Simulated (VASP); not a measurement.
# KRbBr2: single point with r2SCAN

KRbBr2:

```
K Rb Br
1.0
     2.50971    1.44898    7.82180
    -2.50971    1.44898    7.82180
     0.00000   -2.89796    7.82180
K Rb Br
1 1 2
Direct
  0.00000 0.00000 0.00000
  0.50000 0.50000 0.50000
  0.25382 0.25382 0.25382
  0.74618 0.74618 0.74618
```

This cell differs from its parent crystal: biaxial xy strain +5.0%.

* Program: VASP 6.6.1
* Task: single point
* Functional: r2SCAN
* Potentials or basis: VASP PAW PBE potentials, release 64 (K_sv, Rb_sv, Br)
* Cutoff: 520 eV
* k mesh: 6 × 6 × 6
* Occupations: gaussian, width 0.01 eV
* Spin: no spin polarisation

```
Pressure               : -1.1 GPa
Band gap on the k mesh : 4.65 eV
```

Stress tensor (GPa, compression positive):
```
-1.29  0.00  0.00
 0.00 -1.29  0.00
 0.00  0.00 -0.84
```

Levels at points of the mesh, in eV from the valence-band top:
```
           k point  band 14  band 15  band 16  band 17  band 18  band 19
(0.00, 0.00, 0.00)    -0.08    -0.08     0.00     4.65     6.87     7.82
(0.50, 0.00, 0.00)    -0.36    -0.30    -0.27     6.79     7.07     7.47
(0.50, 0.50, 0.00)    -0.30    -0.25    -0.21     6.22     6.88     7.49
(0.50, 0.50, 0.50)    -0.24    -0.22    -0.22     5.78     5.90     7.46
```

It took 52 min on 1 thread of Intel Xeon 8259CL, with other jobs on the host, peak memory 0.71 GiB.

Caveat: the cell differs from its parent crystal (biaxial xy strain +5.0%); the PAW data sets were made with another functional, which shifts forces and pressure a little. A k mesh can miss the band edges.
